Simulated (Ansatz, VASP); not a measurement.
# Two plane-wave programs on ZnO

```
Zn O
1.0
     3.23543    0.00000    0.00000
    -1.61771    2.80196    0.00000
     0.00000    0.00000    5.21120
Zn O
2 2
Direct
  0.33333 0.66667 0.00348
  0.66667 0.33333 0.50348
  0.33333 0.66667 0.38295
  0.66667 0.33333 0.88295
```

Alike in both runs: functional r2SCAN; k mesh 12 × 12 × 6; occupations gaussian, width 0.02 eV; no spin polarisation.

Ansatz relaxed the structure, and its values are those at the end. VASP's run is a single point on that final structure, the one shown.

|  | VASP | Ansatz |
| --- | --- | --- |
| version | VASP 6.6.1 | Ansatz 0.2.0 |
| potentials or method | VASP PAW PBE potentials, release 64 (Zn, O), cutoff 520 eV | scalar-relativistic, plane waves, PAW |
| valence electrons in the cell | 36 | 36 |

Ansatz gave:

| Property | Result |
| --- | --- |
| gap on the k mesh at the Fermi level (eV) | 1.24 |
| least direct gap on the mesh (eV) | 1.24 |
| pressure (GPa) | 0.0 |
| rms of the force components (eV/Å) | 0.004 |

Task: What did VASP give for the same quantities?

Result: gap on the k mesh at the Fermi level (eV): 1.23; least direct gap on the mesh (eV): 1.23; pressure (GPa): 0.9; rms of the force components (eV/Å): 0.005.

VASP's potentials were made for PBE, not for r2SCAN.
